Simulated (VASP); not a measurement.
The system is NaFeO3.

```
Na Fe O
1.0
     3.83048    0.00000    0.00000
     0.00000    3.83048    0.00000
     0.00000    0.00000    3.83048
Na Fe O
1 1 3
Direct
  0.00000 0.00000 0.00000
  0.50000 0.50000 0.50000
  0.50000 0.50000 0.00000
  0.50000 0.00000 0.50000
  0.00000 0.50000 0.50000
```

| Quantity | Value |
| --- | --- |
| Program | VASP 6.6.1 |
| Task | relaxation of cell and atoms |
| Functional | LDA |
| Potentials or basis | VASP PAW LDA potentials, release 64 (Na_pv, Fe, O) |
| Cutoff | 600 eV |
| k mesh | 5 × 5 × 5 |
| Occupations | gaussian, width 0.02 eV |
| Spin | collinear spin, ferromagnetic start |
| Starting moments | [0.0, 3.5, 0.0, 0.0, 0.0] μB |

At the start: pressure -19.6 GPa; volume 11.24 Å³/atom.

Task: How do energy, volume and symmetry change on relaxing?

Result: Over 3 steps the energy falls by 116.6 meV/atom and the volume is 9.62 Å³/atom (-14.4 %); space group Pm-3m (No. 221, to 0.05 Å); moment 3.72 μB per cell.

Step by step:
| step | energy change (eV) | largest force (eV/Å) | pressure (GPa) | volume (Å³) |
| --- | --- | --- | --- | --- |
| 1 | 0.0000 | 0.0000 | -19.60 | 56.20 |
| 2 | -0.5065 | 0.0000 | 11.01 | 45.74 |
| 3 | -0.5830 | 0.0000 | -0.16 | 48.12 |

Final structure:
```
Na Fe O
1.0
     3.63725    0.00000    0.00000
     0.00000    3.63725    0.00000
     0.00000    0.00000    3.63725
Na Fe O
1 1 3
Direct
  0.00000 0.00000 0.00000
  0.50000 0.50000 0.50000
  0.50000 0.50000 0.00000
  0.50000 0.00000 0.50000
  0.00000 0.50000 0.50000
```

Caveat: a cell with one magnetic atom can't hold antiferromagnetic order, which such compounds often take.
